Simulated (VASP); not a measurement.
# SnO2 (P4_2/mnm) in VASP: further runs

SnO2 is run at these levels: revPBE+D3(BJ), PBE, RPBE, r2SCAN; tasks: single point, relaxation of cell and atoms.

Program: VASP 6.6.1. These are calculated values, not measurements. Logs are shortened: lines on timing, memory, paths and dates and some standing lists are left out, and cuts for length are marked.

**1. The cell of the first run**

It takes space group P4_2/mnm (No. 136, tetragonal). Conventional cell: a = 4.793 Å, b = 4.793 Å, c = 3.231 Å, α = 90.00°, β = 90.00°, γ = 90.00°. Sn (site symmetry mmm) has 6 O at 2.07 to 2.08 Å within 2.7 Å. O (site symmetry m2m) has 3 Sn at 2.07 to 2.08 Å and 1 O at 2.63 Å within 2.7 Å.

**2. Single point, revPBE+D3(BJ)**

File INCAR:

```
SYSTEM = SnO2
ALGO = Normal
EDIFF = 1E-6
ENCUT = 520
GGA = RE
ISIF = 2
ISMEAR = 0
IVDW = 12
LASPH = .TRUE.
LCHARG = .FALSE.
LREAL = .FALSE.
LWAVE = .FALSE.
NBANDS = 35
NELM = 60
PREC = Accurate
SIGMA = 0.01
```

File KPOINTS:

```
k-points
0
G
  6 6 8
  0 0 0
```

File POSCAR:

```
SnO2
1.0
    4.7934046080      0.0000000000      0.0000000000
    0.0000000000      4.7934046080      0.0000000000
    0.0000000000      0.0000000000      3.2314375869
Sn O
2 4
Direct
    0.0000000000      0.0000000000      0.0000000000
    0.5000000000      0.5000000000      0.5000000000
    0.3060298687      0.3060298687      0.0000000000
    0.1939701313      0.8060298687      0.5000000000
    0.6939701313      0.6939701313      0.0000000000
    0.8060298687      0.1939701313      0.5000000000
```

Potentials or basis: VASP PAW PBE potentials, release 64 (Sn_d, O).

The run is started by

```sh
> cat potpaw_PBE.64/Sn_d/POTCAR potpaw_PBE.64/O/POTCAR > POTCAR
> mpirun -np 1 vasp_std > vasp.out
```

OUTCAR:

```text
SYSTEM = SnO2
   EDIFF = 1E-6
   ENCUT = 520
   GGA = RE
   ISIF = 2
   ISMEAR = 0
   IVDW = 12
   LASPH = .TRUE.
   LREAL = .FALSE.
   NELM = 60
   PREC = Accurate
 IVDW          = 12

 ion  position               nearest neighbor table
   1  0.000  0.000  0.000-   3 2.07   5 2.07   4 2.08   6 2.08   4 2.08   6 2.08   2 3.75   2 3.75
                             2 3.75   2 3.75   2 3.75   2 3.75   2 3.75   2 3.75
   2  0.500  0.500  0.500-   4 2.07   6 2.07   5 2.08   3 2.08   3 2.08   5 2.08   1 3.75   1 3.75
                             1 3.75   1 3.75   1 3.75   1 3.75   1 3.75   1 3.75
   3  0.306  0.306  0.000-   1 2.07   2 2.08   2 2.08
   4  0.194  0.806  0.500-   2 2.07   1 2.08   1 2.08
   5  0.694  0.694  0.000-   1 2.07   2 2.08   2 2.08
   6  0.806  0.194  0.500-   2 2.07   1 2.08   1 2.08

  LATTYP: Found a simple tetragonal cell.
 ALAT       =     4.7934046080
 C/A-ratio  =     0.6741424626

  Lattice vectors:

 A1 = (   4.7934046080,   0.0000000000,   0.0000000000)
 A2 = (   0.0000000000,   4.7934046080,   0.0000000000)
 A3 = (   0.0000000000,   0.0000000000,   3.2314375869)

Analysis of symmetry for initial positions (statically):
=====================================================================
 Subroutine PRICEL returns:
 Original cell was already a primitive cell.

 Routine SETGRP: Setting up the symmetry group for a
 simple tetragonal supercell.

 Subroutine GETGRP returns: Found 16 space group operations
 (whereof  8 operations were pure point group operations)
 out of a pool of 16 trial point group operations.

The static configuration has the point symmetry D_2h.
 The point group associated with its full space group is D_4h.

Analysis of symmetry for dynamics (positions and initial velocities):
=====================================================================
 Subroutine PRICEL returns:
 Original cell was already a primitive cell.

 Routine SETGRP: Setting up the symmetry group for a
 simple tetragonal supercell.

 Subroutine GETGRP returns: Found 16 space group operations
 (whereof  8 operations were pure point group operations)
 out of a pool of 16 trial point group operations.

The dynamic configuration has the point symmetry D_2h.
 The point group associated with its full space group is D_4h.

 Subroutine INISYM returns: Found 16 space group operations
 (whereof  8 operations are pure point group operations),
 and found     1 'primitive' translations

----------------------------------------------------------------------------------------

                                     Primitive cell

  volume of cell :      74.2479

  direct lattice vectors                    reciprocal lattice vectors
     4.793404608  0.000000000  0.000000000     0.208619986  0.000000000  0.000000000
     0.000000000  4.793404608  0.000000000     0.000000000  0.208619986  0.000000000
     0.000000000  0.000000000  3.231437587     0.000000000  0.000000000  0.309459791

  length of vectors
     4.793404608  4.793404608  3.231437587     0.208619986  0.208619986  0.309459791

  position of ions in fractional coordinates (direct lattice)
     0.000000000  0.000000000  0.000000000
     0.500000000  0.500000000  0.500000000
     0.306029869  0.306029869  0.000000000
     0.193970131  0.806029869  0.500000000
     0.693970131  0.693970131  0.000000000
     0.806029869  0.193970131  0.500000000

  ion indices of the primitive-cell ions
   primitive index   ion index
                 1           1
                 2           2
                 3           3
                 4           4
                 5           5
                 6           6

----------------------------------------------------------------------------------------

 KPOINTS: k-points

Automatic generation of k-mesh.
 Grid dimensions read from file:
 generate k-points for:    6    6    8

 Generating k-lattice:

  Cartesian coordinates                     Fractional coordinates (reciprocal lattice)
     0.034769998  0.000000000  0.000000000     0.166666667  0.000000000  0.000000000
     0.000000000  0.034769998  0.000000000     0.000000000  0.166666667  0.000000000
     0.000000000  0.000000000  0.038682474     0.000000000  0.000000000  0.125000000

  Length of vectors
     0.034769998  0.034769998  0.038682474

  Shift w.r.t. Gamma in fractional coordinates (k-lattice)
     0.000000000  0.000000000  0.000000000

 Subroutine IBZKPT returns following result:
 ===========================================

 Found     50 irreducible k-points:

 Following reciprocal coordinates:
            Coordinates               Weight
  0.000000  0.000000  0.000000      1.000000
  0.166667  0.000000  0.000000      4.000000
  0.333333  0.000000  0.000000      4.000000
  0.500000  0.000000  0.000000      2.000000
  0.166667  0.166667  0.000000      4.000000
  0.333333  0.166667  0.000000      8.000000
[... 16 lines left out ...]
  0.333333  0.000000  0.250000      8.000000
  0.500000  0.000000  0.250000      4.000000
 [... further k-points ...]
   k-points           NKPTS =     50   k-points in BZ     NKDIM =     50   number of bands    NBANDS=     35
   number of dos      NEDOS =    301   number of ions     NIONS =      6
   total plane-waves  NPLWV =  31104
   dimension x,y,z NGX =    36 NGY =   36 NGZ =   24
   dimension x,y,z NGXF=    72 NGYF=   72 NGZF=   48
   ions per type =               2   4
   NGX,Y,Z   is equivalent  to a cutoff of  12.49, 12.49, 12.35 a.u.
   NGXF,Y,Z  is equivalent  to a cutoff of  24.97, 24.97, 24.69 a.u.
 SYSTEM =  SnO2
   PREC   = accura    normal or accurate (medium, high low for compatibility)
   ISTART =      0    job   : 0-new  1-cont  2-samecut
   ICHARG =      2    charge: 1-file 2-atom 10-const
   ISPIN  =      1    spin polarized calculation?
   LNONCOLLINEAR =      F non collinear calculations
   LSORBIT =      F    spin-orbit coupling
   LASPH  =      T    aspherical Exc in radial PAW
   ENCUT  =  520.0 eV  38.22 Ry    6.18 a.u.   8.91  8.91  6.01*2*pi/ulx,y,z
   NELM   =     60;   NELMIN=  2; NELMDL= -5     # of ELM steps
   EDIFF  = 0.1E-05   stopping-criterion for ELM
   LREAL  =      F    real-space projection
   EDIFFG = 0.1E-04   stopping-criterion for IOM
   NSW    =      0    number of steps for IOM
   IBRION =     -1    ionic relax: 0-MD 1-quasi-New 2-CG
   NFREE  =      0    steps in history (QN), initial steepest desc. (CG)
   ISIF   =      2    stress and relaxation
   ISYM   =      2    0-nonsym 1-usesym 2-fastsym
   POTIM  = 0.5000    time-step for ionic-motion
   TEBEG  =    0.0;   TEEND  =   0.0 temperature during run
   PSTRESS=    0.0 pullay stress
   NELECT =      52.0000    total number of electrons
   NUPDOWN=      -1.0000    fix difference up-down
   EMIN   =  10.00;   EMAX   =-10.00  energy-range for DOS
   EFERMI =   0.00;   METHOD = LEGACY
   ISMEAR =     0;   SIGMA  =   0.01  broadening in eV -4-tet -1-fermi 0-gaus
   EFERMI_NEDOS =   21; number of points for ismear=-14 and -15
   IALGO  =     38    algorithm
   IMIX   =      4    mixing-type and parameters
     AMIX     =   0.40;   BMIX     =  1.00
     AMIX_MAG =   1.60;   BMIX_MAG =  1.00
  volume/ion in A,a.u.               =      12.37        83.51
  Fermi-wavevector in a.u.,A,eV,Ry     =   1.453833  2.747347 28.757701  2.113631
  Thomas-Fermi vector in A             =   2.571054
   LORBIT       =      0    0 simple, 1 ext, 2 COOP (PROOUT), +10 PAW based schemes
   GGA     = RE    functional components
   LHFCALC =     F    Hartree Fock is set to
   AEXX    =    0.0000 exact exchange contribution
   IVDW    =    12    specifies the selected vdW correction
   LEPSILON=     F    determine dielectric tensor
   LRPA    =     F    only Hartree local field effects (RPA)
 non-spin polarized calculation
 Gauss-broadening in eV      SIGMA  =   0.01
  energy-cutoff  :      520.00
  volume of cell :       74.25
 maximum number of plane-waves:      2032
 NGX is ok and might be reduce to    36
   NGX = 17   NGY = 17   NGZ = 13

 number of electron      52.0000009 magnetization

 Free energy of the ion-electron system (eV)
  ---------------------------------------------------
  ext. energy  EPLUGINS =         0.00000000
  ---------------------------------------------------
  free energy    TOTEN  =       -35.20447974 eV

  energy without entropy =      -35.20447974  energy(sigma->0) =      -35.20447974

 E-fermi :   5.9458     XC(G=0): -10.8775

 val. band max:        5.8244575615   @ k =   0.0000   0.0000   0.0000
 cond. band min:       6.7053508323   @ k =   0.0000   0.0000   0.0000
 fundamental gap:      0.8808932709
 Fermi energy:         5.9458060003

 k-point     1 :       0.0000    0.0000    0.0000
  band No.  band energies     occupation
      1     -15.2741      2.00000
      2     -14.5570      2.00000
      3     -14.3668      2.00000
      4     -14.3349      2.00000
      5     -14.3349      2.00000
      6     -14.2798      2.00000
[... 27 lines left out ...]
     34      17.6421      0.00000
     35      18.2876      0.00000

 k-point     2 :       0.1667    0.0000    0.0000
  band No.  band energies     occupation
      1     -15.2345      2.00000
      2     -14.6022      2.00000
      3     -14.3664      2.00000
      4     -14.3333      2.00000
      5     -14.3332      2.00000
      6     -14.3107      2.00000
[... 27 lines left out ...]
     34      17.7249      0.00000
     35      18.3936      0.00000

 k-point     3 :       0.3333    0.0000    0.0000
  band No.  band energies     occupation
      1     -15.1198      2.00000
      2     -14.7487      2.00000
      3     -14.3649      2.00000
      4     -14.3477      2.00000
      5     -14.3299      2.00000
      6     -14.3298      2.00000
[... 27 lines left out ...]
     34      18.0481      0.00000
     35      18.3565      0.00000
[... 723 lines left out ...]
 k-point    23 :       0.3333    0.0000    0.2500
  band No.  band energies     occupation
      1     -15.0253      2.00000
      2     -14.8923      2.00000
      3     -14.5876      2.00000
      4     -14.3928      2.00000
      5     -14.2707      2.00000
      6     -14.2653      2.00000
[... 27 lines left out ...]
     34      17.9356      0.00000
     35      18.2757      0.00000

 k-point    24 :       0.5000    0.0000    0.2500
  band No.  band energies     occupation
      1     -14.9782      2.00000
      2     -14.9782      2.00000
      3     -14.4759      2.00000
      4     -14.4759      2.00000
      5     -14.2664      2.00000
      6     -14.2664      2.00000
[... 27 lines left out ...]
     34      18.0765      0.00000
     35      18.3425      0.00000

 [... further k-points ...]

------------------------ aborting loop because EDIFF is reached ----------------------------------------

 Edisp (eV)   -2.49059

 E8    (eV) :    -1.6629

  FORCE on cell =-STRESS in cart. coord.  units (eV):
  Direction    XX          YY          ZZ          XY          YZ          ZX
  --------------------------------------------------------------------------------------
  -------------------------------------------------------------------------------------
  Total       0.24630     0.24630     0.38290     0.00000     0.00000     0.00000
  in kB       5.31492     5.31492     8.26242     0.00000     0.00000     0.00000
  external pressure =        6.30 kB  Pullay stress =        0.00 kB

 VOLUME and BASIS-vectors are now :
 -----------------------------------------------------------------------------
  energy-cutoff  :      520.00
  volume of cell :       74.25
      direct lattice vectors                 reciprocal lattice vectors
     4.793404608  0.000000000  0.000000000     0.208619986  0.000000000  0.000000000
     0.000000000  4.793404608  0.000000000     0.000000000  0.208619986  0.000000000
     0.000000000  0.000000000  3.231437587     0.000000000  0.000000000  0.309459791

 POSITION                                       TOTAL-FORCE (eV/Angst)
 -----------------------------------------------------------------------------------
      0.00000      0.00000      0.00000         0.000000     -0.000000     -0.000000
      2.39670      2.39670      1.61572         0.000000     -0.000000     -0.000000
      1.46692      1.46692      0.00000        -0.011567     -0.011567      0.000000
      0.92978      3.86363      1.61572         0.011567     -0.011567     -0.000000
      3.32648      3.32648      0.00000         0.011567      0.011567     -0.000000
      3.86363      0.92978      1.61572        -0.011567      0.011567     -0.000000
 -----------------------------------------------------------------------------------
    total drift:                                0.000000      0.000000      0.000000

  FREE ENERGIE OF THE ION-ELECTRON SYSTEM (eV)
  ---------------------------------------------------
  free  energy   TOTEN  =       -37.6950730791 eV

  energy  without entropy=      -37.6950730791  energy(sigma->0) =      -37.69507308
```

It took 44 s on 1 thread of Intel Xeon 6975P-C (Granite Rapids), shared host; peak memory 0.24 GiB.

What came out:

```yaml
Free_energy: -37.6951 eV
Pressure: 0.6 GPa
Largest_force: 0.016 eV/Å
Band_gap_on_the_k_mesh: 0.88 eV
Dispersion_energy_per_atom: -0.415 eV
```

Forces in eV/Å, atoms in the order of the input:
```
Sn   0.000  0.000  0.000
Sn   0.000  0.000  0.000
O   -0.012 -0.012  0.000
O    0.012 -0.012  0.000
O    0.012  0.012  0.000
O   -0.012  0.012  0.000
```

Levels at points of the mesh, in eV from the valence-band top:
```tsv
k point	band 23	band 24	band 25	band 26	band 27	band 28	band 29	band 30
(0.00, 0.00, 0.00)	-1.25	-0.74	-0.74	0.00	0.88	5.90	6.21	6.21
(0.50, 0.00, 0.00)	-1.20	-1.20	-0.60	-0.60	4.10	4.10	6.98	6.98
(0.50, 0.50, 0.00)	-1.33	-1.33	-0.86	-0.86	4.50	4.50	7.35	7.35
(0.00, 0.00, 0.50)	-1.55	-1.55	-1.20	-1.20	5.81	5.81	9.60	9.60
(0.50, 0.00, 0.50)	-1.03	-1.03	-0.72	-0.72	6.09	6.09	7.85	7.85
(0.50, 0.50, 0.50)	-0.91	-0.91	-0.79	-0.79	4.54	4.54	8.86	8.86
```

Caveat: the PAW data sets were made with another functional, which shifts forces and pressure a little; spin-orbit coupling is left out, which moves the levels of the heavy elements.

**3. Single point, PBE**

This run uses another cell than the first one, of 12.58 Å³/atom.

File INCAR:

```
ALGO = Normal
EDIFF = 1E-6
ENCUT = 520
GGA = PE
ISIF = 2
ISMEAR = 0
LASPH = True
LCHARG = False
LREAL = False
LWAVE = False
NBANDS = 35
NELM = 60
PREC = Accurate
SIGMA = 0.01
```

File KPOINTS:

```
k-points
0
Gamma
  6 6 8
```

File POSCAR:

```
SnO2
1.0
    4.8273366092      0.0000000000      0.0000000000
    0.0000000000      4.8273366092      0.0000000000
    0.0000000000      0.0000000000      3.2379945002
Sn O
2 4
Direct
    0.0000000000      0.0000000000      0.0000000000
    0.5000000000      0.5000000000      0.5000000000
    0.3065781180      0.3065781180      0.0000000000
    0.1934218820      0.8065781180      0.5000000000
    0.6934218820      0.6934218820      0.0000000000
    0.8065781180      0.1934218820      0.5000000000
```

Potentials or basis: VASP PAW PBE potentials, release 64 (Sn_d, O).

The run is started by

```sh
> cat potpaw_PBE.64/Sn_d/POTCAR potpaw_PBE.64/O/POTCAR > POTCAR
> mpirun -np 1 vasp_std > vasp.out
```

OUTCAR:

```text
EDIFF = 1E-6
   ENCUT = 520
   GGA = PE
   ISIF = 2
   ISMEAR = 0
   LASPH = True
   LREAL = False
   NELM = 60
   PREC = Accurate

 ion  position               nearest neighbor table
   1  0.000  0.000  0.000-   4 2.09   6 2.09   4 2.09   6 2.09   5 2.09   3 2.09
   2  0.500  0.500  0.500-   3 2.09   5 2.09   3 2.09   5 2.09   4 2.09   6 2.09
   3  0.307  0.307  0.000-   2 2.09   2 2.09   1 2.09
   4  0.193  0.807  0.500-   1 2.09   1 2.09   2 2.09
[... 1124 lines left out ...]
  -------------------------------------------------------------------------------------
  Total        0.2476777      0.2476777      0.3895050      0.0000000      0.0000000      0.0000000
  in kB        5.2590368      5.2590368      8.2705108      0.0000000      0.0000000      0.0000000
  external PRESSURE =       6.2628615 kB  Pullay stress =       0.0000000 kB

 VOLUME and BASIS-vectors are now :
 -----------------------------------------------------------------------------
  energy-cutoff  :      520.00
  volume of cell :       75.46
      direct lattice vectors                 reciprocal lattice vectors
     4.827336609  0.000000000  0.000000000     0.207153567  0.000000000  0.000000000
     0.000000000  4.827336609  0.000000000     0.000000000  0.207153567  0.000000000
     0.000000000  0.000000000  3.237994500     0.000000000  0.000000000  0.308833137

 POSITION                                       TOTAL-FORCE (eV/Angst)
 -----------------------------------------------------------------------------------
      0.00000      0.00000      0.00000         0.000000      0.000000      0.000000
      2.41367      2.41367      1.61900         0.000000      0.000000      0.000000
      1.47996      1.47996      0.00000        -0.011979     -0.011979      0.000000
      0.93371      3.89362      1.61900         0.011979     -0.011979      0.000000
      3.34738      3.34738      0.00000         0.011979      0.011979     -0.000000
      3.89362      0.93371      1.61900        -0.011979      0.011979      0.000000
 -----------------------------------------------------------------------------------
    total drift:                                0.000000      0.000000      0.000000

  FREE ENERGIE OF THE ION-ELECTRON SYSTEM (eV)
  ---------------------------------------------------
  free  energy   TOTEN  =       -37.3109457753 eV

  energy  without entropy=      -37.3109457753  energy(sigma->0) =      -37.31094578
```

OSZICAR:

```text
N       E                     dE             d eps       ncg     rms          rms(c)
DAV:   1     0.656372668412E+03    0.65637E+03   -0.25339E+04  3758   0.227E+03
DAV:   2     0.607076014227E+02   -0.59567E+03   -0.56020E+03  3820   0.612E+02
DAV:   3    -0.381810338362E+02   -0.98889E+02   -0.96857E+02  3865   0.209E+02
DAV:   4    -0.433146733105E+02   -0.51336E+01   -0.50967E+01  4427   0.517E+01
DAV:   5    -0.434465538499E+02   -0.13188E+00   -0.13171E+00  4435   0.868E+00    0.156E+01
DAV:   6    -0.372386037682E+02    0.62080E+01   -0.17644E+01  5510   0.643E+01    0.604E+00
DAV:   7    -0.373417939499E+02   -0.10319E+00   -0.20054E+00  4059   0.786E+00    0.317E+00
DAV:   8    -0.373179814396E+02    0.23813E-01   -0.18514E-01  5204   0.385E+00    0.739E-01
DAV:   9    -0.373100734220E+02    0.79080E-02   -0.35104E-02  5724   0.279E+00    0.129E-01
DAV:  10    -0.373108666050E+02   -0.79318E-03   -0.41205E-03  4490   0.566E-01    0.458E-02
DAV:  11    -0.373109474391E+02   -0.80834E-04   -0.19873E-04  5441   0.121E-01    0.197E-02
DAV:  12    -0.373109486091E+02   -0.11700E-05   -0.14103E-05  5131   0.268E-02    0.130E-02
DAV:  13    -0.373109455059E+02    0.31032E-05   -0.85351E-06  4226   0.378E-02    0.242E-03
DAV:  14    -0.373109457753E+02   -0.26934E-06   -0.61592E-07  2224   0.558E-03
   1 F= -.37310946E+02 E0= -.37310946E+02  d E =-.347770E-87
```

Wall time 41 s (1 thread of Intel Xeon 6975P-C (Granite Rapids), shared host); peak memory 0.23 GiB.

Results:

| Quantity | Value |
| --- | --- |
| Free energy | -37.3109 eV |
| Pressure | 0.6 GPa |
| Largest force | 0.017 eV/Å |
| Band gap on the k mesh | 0.67 eV |

Forces on the atoms (eV/Å):
```
Sn   0.000  0.000  0.000
Sn   0.000  0.000  0.000
O   -0.012 -0.012  0.000
O    0.012 -0.012  0.000
O    0.012  0.012  0.000
O   -0.012  0.012  0.000
```

Levels at points of the mesh, in eV from the valence-band top:
```
           k point  band 22  band 23  band 24  band 25  band 26  band 27  band 28  band 29  band 30  band 31
(0.00, 0.00, 0.00)    -1.26    -1.26    -0.74    -0.74     0.00     0.67     5.69     6.06     6.06    10.12
(0.50, 0.00, 0.00)    -1.90    -1.21    -1.21    -0.61    -0.61     3.88     3.88     6.81     6.81    10.40
(0.50, 0.50, 0.00)    -1.87    -1.33    -1.33    -0.85    -0.85     4.27     4.27     7.15     7.15    10.48
(0.00, 0.00, 0.50)    -2.57    -1.53    -1.53    -1.18    -1.18     5.59     5.59     9.36     9.36    10.31
(0.50, 0.00, 0.50)    -1.66    -1.02    -1.02    -0.75    -0.75     5.85     5.85     7.60     7.60    10.58
(0.50, 0.50, 0.50)    -2.43    -0.92    -0.92    -0.78    -0.78     4.35     4.35     8.61     8.61    10.57
```

Caveat: spin-orbit coupling is left out, which moves the levels of the heavy elements.

(Part 1 of 2 ends here.)
